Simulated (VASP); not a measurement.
LiH, 2 atoms in the cell. It takes space group Imm2 (No. 44, orthorhombic). The conventional cell has a = 2.874 Å, b = 4.065 Å, c = 2.874 Å, α = 90.00°, β = 90.00°, γ = 90.00°. Within 2.6 Å of Li (site symmetry mm2) lie 6 H at 1.95 to 2.12 Å. Within 2.6 Å of H (site symmetry mm2) lie 6 Li at 1.95 to 2.12 Å.  This cell differs from its parent crystal: all Li atoms moved +0.125 Å, as atom 1 towards its neighbour atom 1 (Li) at 2.874 Å.

- Program: VASP 6.6.1
- Task: single point
- Functional: PBE
- Potentials or basis: VASP PAW PBE potentials, release 64 (Li_sv, H)
- Cutoff: 520 eV
- k mesh: 10 × 10 × 10
- Occupations: gaussian, width 0.05 eV
- Spin: no spin polarisation
- Dipole correction: no
- Further INCAR settings: ALGO = Normal; EDIFF = 1e-07; NBANDS = 9

Potentials or basis: VASP PAW PBE potentials, release 64 (Li_sv, H).

The run is started by

```bash
$ cat potpaw_PBE.64/Li_sv/POTCAR potpaw_PBE.64/H/POTCAR > POTCAR
$ mpirun -np 1 vasp_std > vasp.out
```

Hardware: 1 thread of Intel Xeon 8259CL (shared host).

Problem. How long does it take, and how much memory?

Solution. Run time: 34 s on 1 thread of Intel Xeon 8259CL, with other jobs on the host, peak memory 0.14 GiB. Counts: scf iterations 14, k points 171.
